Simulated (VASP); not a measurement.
# Cd7F16 (a cell with a defect) in VASP: single point with PBE

Aim: the single point of Cd7F16 (a cell with a defect) with PBE.

Program: VASP 6.6.1. These are calculated values, not measurements. Logs are shortened: lines on timing, memory, paths and dates and some standing lists are left out, and cuts for length are marked.

### 1 The cell of the first run

The cell holds a defect, 23 atoms: a = 7.628 Å, b = 7.628 Å, c = 7.628 Å, α = 60.00°, β = 60.00°, γ = 60.00°.

### 2 Single point, PBE

INCAR reads:

```
PREC     = Accurate       # precision mode
ENCUT    = 520            # plane-wave cutoff, eV
EDIFF    = 1E-6           # SCF threshold, eV
ISMEAR   = -1             # smearing method
SIGMA    = 0.1            # smearing width, eV
LREAL    = Auto         
LASPH    = T              # aspherical terms in the spheres
NELM     = 60             # most SCF steps
ALGO     = Normal         # electronic algorithm
ISIF     = 2              # what is computed and relaxed
LWAVE    = F              # write WAVECAR
LCHARG   = F              # write CHGCAR
GGA      = PE             # functional
NBANDS   = 115            # bands
```

KPOINTS reads:

```
regular mesh
0
Gamma
  2 2 2
```

POSCAR reads:

```
Cd7F16
1.0
    0.0000000000      5.3937660000      5.3937660000
    5.3937660000      0.0000000000      5.3937660000
    5.3937660000      5.3937660000      0.0000000000
Cd F
7 16
Direct
    0.0008093603     -0.0005592567     -0.0004289211
    0.0008012027     -0.0005742741      0.4995744161
    0.0008130683      0.4994420411     -0.0004372641
    0.5008052815     -0.0005599983     -0.0004159431
    0.5007922109     -0.0005688048      0.4995808124
    0.5007999049      0.4994394455     -0.0004126060
    0.5008189083      0.4994341616      0.4995811832
    0.1330134641      0.1219123151      0.1222100662
    0.3997341561      0.3664772443      0.3666826666
    0.1337676681      0.1005910342      0.6324381703
    0.3780739654      0.3672399767      0.8770685454
    0.1337337400      0.6323803257      0.1008196314
    0.3782956102      0.8768294731      0.3673107065
    0.1337727666      0.6324573591      0.6325009279
    0.3782371167      0.8768562633      0.8768672019
    0.6233930986      0.1221325693      0.1221292322
    0.8678485496      0.3664491563      0.3665566879
    0.6234231333      0.1220433923      0.6318688093
    0.8679022227      0.3664857726      0.8984003941
    0.6233983825      0.6316662606      0.1221054084
    0.8677343437      0.8983383780      0.3667114962
    0.6019408332      0.6322997698      0.6325315188
    0.8686355693      0.8768233550      0.8770426822
```

Potentials or basis: VASP PAW PBE potentials, release 64 (Cd, F).

Command:

```sh
$ cat potpaw_PBE.64/Cd/POTCAR potpaw_PBE.64/F/POTCAR > POTCAR
$ mpirun -np 1 vasp_std > vasp.out
```

OUTCAR:

```text
PREC = Accurate
   ENCUT = 520
   EDIFF = 1E-6
   ISMEAR = -1
   LREAL = Auto
   LASPH = T
   NELM = 60
   ISIF = 2
   GGA = PE

 ion  position               nearest neighbor table
   1  0.001  0.999  1.000-  19 2.29  12 2.29  10 2.29  21 2.29   8 2.35  23 2.35  16 2.35  15 2.35

   2  0.001  0.999  0.500-  14 2.29  10 2.29  21 2.29  17 2.29   8 2.35  18 2.35  23 2.35  13 2.35

   3  0.001  0.499  1.000-  17 2.29  19 2.29  14 2.29  12 2.29  11 2.35  23 2.35  20 2.35   8 2.35
[... 11 lines left out ...]
  10  0.134  0.101  0.632-   2 2.29   5 2.29   1 2.29
  11  0.378  0.367  0.877-   4 2.29   3 2.35   6 2.35   7 2.35
  12  0.134  0.632  0.101-   1 2.29   6 2.29   3 2.29
  13  0.378  0.877  0.367-   4 2.29   5 2.35   7 2.35   2 2.35
  14  0.134  0.632  0.633-   2 2.29   7 2.29   3 2.29
  15  0.378  0.877  0.877-   4 2.29   5 2.35   6 2.35   1 2.35
  16  0.623  0.122  0.122-   4 2.29   6 2.35   1 2.35   5 2.35
  17  0.868  0.366  0.367-   3 2.29   2 2.29   7 2.29
  18  0.623  0.122  0.632-   4 2.29   2 2.35   7 2.35   5 2.35
  19  0.868  0.366  0.898-   3 2.29   1 2.29   6 2.29
  20  0.623  0.632  0.122-   4 2.29   6 2.35   3 2.35   7 2.35
  21  0.868  0.898  0.367-   5 2.29   2 2.29   1 2.29
  22  0.602  0.632  0.633-   7 2.29   6 2.29   5 2.29
  23  0.869  0.877  0.877-   4 2.29   1 2.35   3 2.35   2 2.35

  LATTYP: Found a face centered cubic cell.
 ALAT       =    10.7875320000

  Lattice vectors:

 A1 = (   0.0000000000,   5.3937660000,   5.3937660000)
 A2 = (   5.3937660000,   0.0000000000,   5.3937660000)
 A3 = (   5.3937660000,   5.3937660000,   0.0000000000)

Analysis of symmetry for initial positions (statically):
=====================================================================
 Subroutine PRICEL returns:
 Original cell was already a primitive cell.

 Routine SETGRP: Setting up the symmetry group for a
 face centered cubic supercell.

 Subroutine GETGRP returns: Found  1 space group operations
 (whereof  1 operations were pure point group operations)
 out of a pool of 48 trial point group operations.

The static configuration has the point symmetry C_1 .

Analysis of symmetry for dynamics (positions and initial velocities):
=====================================================================
 Subroutine PRICEL returns:
 Original cell was already a primitive cell.

 Routine SETGRP: Setting up the symmetry group for a
[... 133 lines left out ...]
   EDIFFG = 0.1E-04   stopping-criterion for IOM
   NSW    =      0    number of steps for IOM
   IBRION =     -1    ionic relax: 0-MD 1-quasi-New 2-CG
   NFREE  =      0    steps in history (QN), initial steepest desc. (CG)
   ISIF   =      2    stress and relaxation
   ISYM   =      2    0-nonsym 1-usesym 2-fastsym
   POTIM  = 0.5000    time-step for ionic-motion
   TEBEG  =    0.0;   TEEND  =   0.0 temperature during run
   PSTRESS=    0.0 pullay stress
   NELECT =     196.0000    total number of electrons
   NUPDOWN=      -1.0000    fix difference up-down
   EMIN   =  10.00;   EMAX   =-10.00  energy-range for DOS
   EFERMI =   0.00;   METHOD = LEGACY
   ISMEAR =    -1;   SIGMA  =   0.10  broadening in eV -4-tet -1-fermi 0-gaus
   EFERMI_NEDOS =   21; number of points for ismear=-14 and -15
   IALGO  =     38    algorithm
   IMIX   =      4    mixing-type and parameters
     AMIX     =   0.40;   BMIX     =  1.00
     AMIX_MAG =   1.60;   BMIX_MAG =  1.00
  volume/ion in A,a.u.               =      13.65        92.08
  Fermi-wavevector in a.u.,A,eV,Ry     =   1.399345  2.644378 26.642466  1.958166
  Thomas-Fermi vector in A             =   2.522413
   LORBIT       =      0    0 simple, 1 ext, 2 COOP (PROOUT), +10 PAW based schemes
   GGA     = PE    functional components
   LHFCALC =     F    Hartree Fock is set to
   AEXX    =    0.0000 exact exchange contribution
   IVDW    =     0    specifies the selected vdW correction
   LEPSILON=     F    determine dielectric tensor
   LRPA    =     F    only Hartree local field effects (RPA)
 non-spin polarized calculation
  energy-cutoff  :      520.00
  volume of cell :      313.84
 maximum number of plane-waves:      8480
 NGX is ok and might be reduce to    60
   NGX = 29   NGY = 29   NGZ = 29

 number of electron     195.9999921 magnetization

 Free energy of the ion-electron system (eV)
  ---------------------------------------------------
  ext. energy  EPLUGINS =         0.00000000
  ---------------------------------------------------
  free energy    TOTEN  =       -78.55696821 eV

  energy without entropy =      -78.02221345  energy(sigma->0) =      -78.28959083

 E-fermi :  -1.9877     XC(G=0):  -9.9407

 val. band max:       -1.9909795067   @ k =   0.5000   0.5000   0.0000
 cond. band min:       1.6056626292   @ k =   0.0000   0.0000   0.0000
 fundamental gap:      3.5966421359
 Fermi energy:        -1.9876728150

 k-point     1 :       0.0000    0.0000    0.0000
  band No.  band energies     occupation
      1     -22.9133      2.00000
      2     -22.4967      2.00000
      3     -22.4963      2.00000
      4     -22.4962      2.00000
      5     -22.3944      2.00000
      6     -22.3941      2.00000
[... 893 lines left out ...]
    109       8.7372      0.00000
    110       8.7376      0.00000
 [bands above 110 left out]

------------------------ aborting loop because EDIFF is reached ----------------------------------------

  FORCE on cell =-STRESS in cart. coord.  units (eV):
  Direction    XX          YY          ZZ          XY          YZ          ZX
  --------------------------------------------------------------------------------------
  -------------------------------------------------------------------------------------
  Total        9.8676395      9.8649475      9.8616939      0.0010204     -0.0006700      0.0021353
  in kB       50.3752900     50.3615468     50.3449367      0.0052093     -0.0034204      0.0109007
  external PRESSURE =      50.3605912 kB  Pullay stress =       0.0000000 kB

 VOLUME and BASIS-vectors are now :
 -----------------------------------------------------------------------------
  energy-cutoff  :      520.00
  volume of cell :      313.84
      direct lattice vectors                 reciprocal lattice vectors
     0.000000000  5.393766000  5.393766000    -0.092699609  0.092699609  0.092699609
     5.393766000  0.000000000  5.393766000     0.092699609 -0.092699609  0.092699609
     5.393766000  5.393766000  0.000000000     0.092699609  0.092699609 -0.092699609

 POSITION                                       TOTAL-FORCE (eV/Angst)
 -----------------------------------------------------------------------------------
     10.78220      5.39582      5.39512        -0.000314      0.000106     -0.000349
      8.08526      2.69891      5.39499        -0.000032      0.000435      0.000133
      8.08528      5.39579      2.69826        -0.000071     -0.000026     -0.000720
     10.78227      8.09275      8.09197        -0.000872     -0.000313      0.000036
      8.08532      5.39578      8.09185        -0.000161     -0.000065      0.000583
      8.08540      8.09274      5.39506        -0.000099     -0.000477     -0.000191
[... 15 lines left out ...]
      6.82220      6.65846      6.65721        -0.018567      0.021451      0.022129
      9.45994      9.41578      9.41460        -0.009890      0.009545      0.009444
 -----------------------------------------------------------------------------------
    total drift:                               -0.000008      0.005442      0.004531

  FREE ENERGIE OF THE ION-ELECTRON SYSTEM (eV)
  ---------------------------------------------------
  free  energy   TOTEN  =       -78.5569682068 eV

  energy  without entropy=      -78.0222134453  energy(sigma->0) =      -78.28959083
```

OSZICAR:

```text
N       E                     dE             d eps       ncg     rms          rms(c)
DAV:   1     0.190285033335E+04    0.19029E+04   -0.11284E+05  1856   0.173E+03
DAV:   2     0.566597562645E+02   -0.18462E+04   -0.17890E+04  2024   0.465E+02
DAV:   3    -0.893899012547E+02   -0.14605E+03   -0.14360E+03  2016   0.139E+02
DAV:   4    -0.914303626938E+02   -0.20405E+01   -0.20356E+01  1976   0.177E+01
DAV:   5    -0.914472719851E+02   -0.16909E-01   -0.16904E-01  1992   0.146E+00    0.280E+01
DAV:   6    -0.784371297366E+02    0.13010E+02   -0.50086E+01  2602   0.563E+01    0.235E+01
DAV:   7    -0.787267410534E+02   -0.28961E+00   -0.80497E+00  1938   0.127E+01    0.123E+01
DAV:   8    -0.786167015741E+02    0.11004E+00   -0.13366E+00  1957   0.493E+00    0.378E+00
DAV:   9    -0.785644016926E+02    0.52300E-01   -0.18597E-01  2464   0.270E+00    0.116E+00
DAV:  10    -0.785563889709E+02    0.80127E-02   -0.46639E-02  2040   0.121E+00    0.485E-01
DAV:  11    -0.785568825012E+02   -0.49353E-03   -0.13115E-02  1992   0.540E-01    0.356E-01
DAV:  12    -0.785566809675E+02    0.20153E-03   -0.31078E-03  1888   0.289E-01    0.166E-01
DAV:  13    -0.785570035108E+02   -0.32254E-03   -0.10456E-03  1914   0.147E-01    0.912E-02
DAV:  14    -0.785569737878E+02    0.29723E-04   -0.16597E-04  2000   0.721E-02    0.518E-02
DAV:  15    -0.785569637529E+02    0.10035E-04   -0.71321E-05  1912   0.401E-02    0.286E-02
DAV:  16    -0.785569673104E+02   -0.35575E-05   -0.41358E-05  1941   0.282E-02    0.193E-02
DAV:  17    -0.785569680008E+02   -0.69036E-06   -0.11506E-05  1888   0.184E-02    0.118E-02
DAV:  18    -0.785569682068E+02   -0.20599E-06   -0.33225E-06  1416   0.106E-02
   1 F= -.78556968E+02 E0= -.78289591E+02  d E =-.534755E+00
```

stdout:

```text
POSCAR found type information on POSCAR CdF
 POSCAR found :  2 types and      23 ions
 scaLAPACK will be used
 LDA part: xc-table for (Slater+PW92), standard interpolation
 POSCAR, INCAR and KPOINTS ok, starting setup
 FFT: planning ... GRIDC
 FFT: planning ... GRID_SOFT
 FFT: planning ... GRID
 WAVECAR not read
 entering main loop
```

Run time: 10 min. Hardware: 1 thread of Intel Xeon Platinum 8259CL at 2.50GHz (Skylake/Cascade Lake), shared host; peak memory 0.58 GiB.

Results:

| Quantity | Value |
| --- | --- |
| Free energy | -78.5570 eV |
| Pressure | 5.0 GPa |
| Largest force | 0.039 eV/Å |
| Band gap on the k mesh | zero (bands 98 and 99 overlap by 0.08 eV) |

Forces on the atoms (eV/Å):
```
Cd   0.000  0.000  0.000
Cd   0.000  0.000  0.000
Cd   0.000  0.000 -0.001
Cd  -0.001  0.000  0.000
Cd   0.000  0.000  0.001
Cd   0.000  0.000  0.000
Cd   0.000  0.000  0.000
F    0.009 -0.009 -0.007
F    0.021 -0.022 -0.022
F    0.021 -0.022  0.024
F    0.008 -0.008  0.009
F    0.021  0.023 -0.022
F    0.010  0.008 -0.010
F   -0.021 -0.021 -0.022
F   -0.008 -0.009 -0.011
F    0.010  0.010  0.008
F    0.021  0.022  0.022
F   -0.010 -0.010  0.010
F   -0.020 -0.022  0.021
F   -0.010  0.011 -0.009
F   -0.022  0.021 -0.021
F   -0.019  0.021  0.022
F   -0.010  0.010  0.009
```

Levels at points of the mesh, in eV from the Fermi level:
| k point | band 96 | band 97 | band 98 | band 99 | band 100 | band 101 | band 102 | band 103 |
| --- | --- | --- | --- | --- | --- | --- | --- | --- |
| (0.00, 0.00, 0.00) | -0.14 | -0.05 | -0.05 | -0.05 | 3.59 | 7.27 | 7.27 | 7.27 |
| (0.50, 0.00, 0.00) | -0.24 | -0.21 | -0.21 | -0.13 | 5.16 | 5.46 | 7.52 | 7.52 |
| (0.00, 0.50, 0.00) | -0.24 | -0.21 | -0.21 | -0.13 | 5.16 | 5.46 | 7.52 | 7.52 |
| (0.00, 0.00, 0.50) | -0.24 | -0.21 | -0.21 | -0.13 | 5.16 | 5.46 | 7.52 | 7.52 |
| (0.50, 0.50, 0.50) | -0.24 | -0.21 | -0.21 | -0.13 | 5.16 | 5.46 | 7.52 | 7.52 |
| (0.50, 0.50, 0.00) | -0.30 | -0.22 | -0.07 | 0.00 | 5.46 | 5.83 | 6.83 | 6.89 |
| (0.00, 0.50, 0.50) | -0.30 | -0.22 | -0.07 | 0.00 | 5.46 | 5.83 | 6.83 | 6.89 |
| (0.50, 0.00, 0.50) | -0.30 | -0.22 | -0.07 | 0.00 | 5.46 | 5.83 | 6.83 | 6.89 |

Caveat: the k points lie up to 0.50 Å⁻¹ apart.

The gap in the log of VASP goes by the Fermi energy; the results here count the filled bands.